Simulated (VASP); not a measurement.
Crystal: SnO2.

```
CELL_PARAMETERS angstrom
-0.05067 2.48280 2.48280
2.48280 -0.05067 2.48280
2.48280 2.48280 -0.05067
ATOMIC_POSITIONS crystal
Sn 0.00000 0.00000 0.00000
O 0.25094 0.25094 0.25094
O 0.74906 0.74906 0.74906
```

This cell differs from its parent crystal: strain along [111] -3.0%.

Base run:

- Program: VASP 6.6.1
- Functional: r2SCAN
- Potentials or basis: VASP PAW PBE potentials, release 64 (Sn_d, O)
- Cutoff: 520 eV
- k mesh: 8 × 8 × 8
- Occupations: gaussian, width 0.01 eV
- Spin: no spin polarisation

Its results: band gap on the k mesh 1.20 eV, indirect (least direct gap 2.64 eV); pressure 9.1 GPa; largest force 0.013 eV/Å.

Problem. The run is repeated on the same cell with these changes: functional from r2SCAN to PBE; occupations from gaussian, width 0.01 eV to fermi-dirac, width 0.02 eV. What comes out?

Solution. Band gap on the k mesh 0.60 eV, indirect (least direct gap 2.00 eV); pressure 17.8 GPa; largest force 0.047 eV/Å.

Caveats: spin-orbit coupling is left out, which moves the levels of the heavy elements; the PAW data sets were made with another functional, which shifts forces and pressure a little (some runs).

A k mesh can miss the band edges.
